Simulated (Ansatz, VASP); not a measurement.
**Two plane-wave programs on Ti2RuC3**

The input INCAR:

```
ALGO     = Normal         # electronic algorithm
EDIFF    = 1E-6           # SCF threshold, eV
ENCUT    = 520            # plane-wave cutoff, eV
GGA      = PE             # functional
ISIF     = 2              # what is computed and relaxed
ISMEAR   = 0              # smearing method
ISPIN    = 2              # spin polarisation
LASPH    = True           # aspherical terms in the spheres
LCHARG   = False          # write CHGCAR
LMAXMIX  = 4              # l up to which the mixer works
LORBIT   = 11             # projections on sites
LREAL    = False          # projectors in reciprocal space
LWAVE    = False          # write WAVECAR
MAGMOM   = 1 1 1 0 0 0    # initial moments
NBANDS   = 38             # bands
NELM     = 150            # most SCF steps
PREC     = Accurate       # precision mode
SIGMA    = 0.1            # smearing width, eV
```

Contents of KPOINTS:

```
k-points
0
Gamma
  8 8 8
```

Contents of POSCAR:

```
Ti2RuC3
1.0
   -1.5274643460      1.5274643460      6.4511224888
    1.5274643460     -1.5274643460      6.4511224888
    1.5274643460      1.5274643460     -6.4511224888
Ti Ru C
2 1 3
Direct
    0.6674974501      0.6674974501      0.0000000000
    0.3325025499      0.3325025499      0.0000000000
    0.0000000000      0.0000000000      0.0000000000
    0.8330311454      0.8330311454      0.0000000000
    0.1669688546      0.1669688546      0.0000000000
    0.5000000000      0.5000000000      0.0000000000
```

Input for Ansatz:

```yaml
crystal:
  lattice:
    - [-1.527464346, 1.527464346, 6.4511224888]
    - [1.527464346, -1.527464346, 6.4511224888]
    - [1.527464346, 1.527464346, -6.4511224888]
  atoms:
    - { symbol: Ti, position: [0.6674974501, 0.6674974501, 0.0], spin: 1.0 }
    - { symbol: Ti, position: [0.3325025499, 0.3325025499, 0.0], spin: 1.0 }
    - { symbol: Ru, position: [0.0, 0.0, 0.0], spin: 1.0 }
    - { symbol: C, position: [0.8330311454, 0.8330311454, 0.0] }
    - { symbol: C, position: [0.1669688546, 0.1669688546, 0.0] }
    - { symbol: C, position: [0.5, 0.5, 0.0] }
basis:
  ecutwfc: 420
kpoints:
  mp_grid: { grid: [8, 8, 8] }
hamiltonian:
  xc: pbe
scf:
  occupations: { method: gaussian, width: 0.1 }
  lower_state_search: "off"
output:
  forces: true
  stress: true
  eigenvalues: true
  populations: true
magnetization:
  spin_polarized: true
```

Alike in both runs: task single point; functional PBE; k mesh 8 × 8 × 8; occupations gaussian, width 0.1 eV; collinear spin.

```csv
,VASP,Ansatz
version,VASP 6.6.1,Ansatz 0.2.0
potentials or method,"VASP PAW PBE potentials, release 64 (Ti_sv, Ru_pv, C), cutoff 520 eV","scalar-relativistic, plane waves, PAW"
valence electrons in the cell,50,52
```

Ansatz gave:

* gap on the k mesh at the Fermi level (eV): none
* pressure (GPa): -0.2
* traceless stress, the component that is largest in VASP (GPa): -0.02
* rms of the force components (eV/Å): 0.015
* net moment per atom (μB): 0.02
* size of the moment on the site where the two differ most (μB): 0.11

**Question.** Which values does VASP return?

**Answer.** gap on the k mesh at the Fermi level (eV): none; pressure (GPa): -0.1; traceless stress, the component that is largest in VASP (GPa): -0.12; rms of the force components (eV/Å): 0.019; net moment per atom (μB): 0.00; size of the moment on the site where the two differ most (μB): 0.00.

Site moments also hang on the region over which each program counts them. Atom by atom the forces differ by 0.006 eV/Å (rms over components). A gap of «none» marks a metal or a gap that the smearing closes. VASP's potentials hold 50 valence electrons a cell and Ansatz's 52, so a difference there can come from the potentials and not from the codes. Ansatz's warnings: seeded moment not kept.

The k mesh is coarse, so the values compare programs but aren't converged.
